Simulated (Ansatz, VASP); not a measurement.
**GaC3 in VASP and in Ansatz**

File INCAR:

```
  PREC = Accurate
  ENCUT = 600
  EDIFF = 1E-6
  ISMEAR = 1
  SIGMA = 0.1
  LREAL = F
  LASPH = T
  NELM = 120
  ALGO = Normal
  ISIF = 2
  LWAVE = F
  LCHARG = F
  GGA = PS
  NBANDS = 20
  GGA_COMPAT = F
```

Contents of KPOINTS:

```
regular mesh
0
Gamma
  6 6 6
```

The input POSCAR:

```
GaC3
1.0
    3.3189480000      0.0000000000      0.0000000000
    0.0000000000      3.3189480000      0.0000000000
    0.0000000000      0.0000000000      3.3189480000
Ga C
1 3
Direct
    0.0000000000      0.0000000000      0.0000000000
    0.0000000000      0.5000000000      0.5000000000
    0.5000000000      0.0000000000      0.5000000000
    0.5300000000      0.5000000000      0.0000000000
```

Input for Ansatz:

```yaml
crystal:
  lattice:
    - [3.318948, 0.0, 0.0]
    - [0.0, 3.318948, 0.0]
    - [0.0, 0.0, 3.318948]
  atoms:
    - { symbol: Ga, position: [0.0, 0.0, 0.0] }
    - { symbol: C, position: [0.0, 0.5, 0.5] }
    - { symbol: C, position: [0.5, 0.0, 0.5] }
    - { symbol: C, position: [0.53, 0.5, 0.0] }
kpoints:
  mp_grid:
    grid: [6, 6, 6]
hamiltonian:
  xc: pbesol
scf:
  occupations:
    method: cold
    width: 0.1
output:
  forces: true
```

Alike in both runs: task single point; functional PBEsol; k mesh 6 × 6 × 6; no spin polarisation.

|  | VASP | Ansatz |
| --- | --- | --- |
| version | VASP 6.6.1 | Ansatz 0.2.0 |
| potentials or method | VASP PAW PBE potentials, release 64 (Ga_d, C) | plane waves, PAW |
| plane-wave cutoff (eV) | 600 | 420 |
| occupations | methfessel-paxton of order 1, width 0.1 eV | cold, width 0.1 eV |
| valence electrons in the cell | 25 | 25 |

```tsv
	VASP	Ansatz	Ansatz less VASP
gap on the k mesh at the Fermi level (eV)	none	none	-
rms of the force components (eV/Å)	0.223	0.221	-0.0017
```

VASP's potentials were made for PBE, not for PBEsol. Atom by atom the forces differ by 0.003 eV/Å (rms over components). A gap of «none» marks a metal or a gap that the smearing closes.
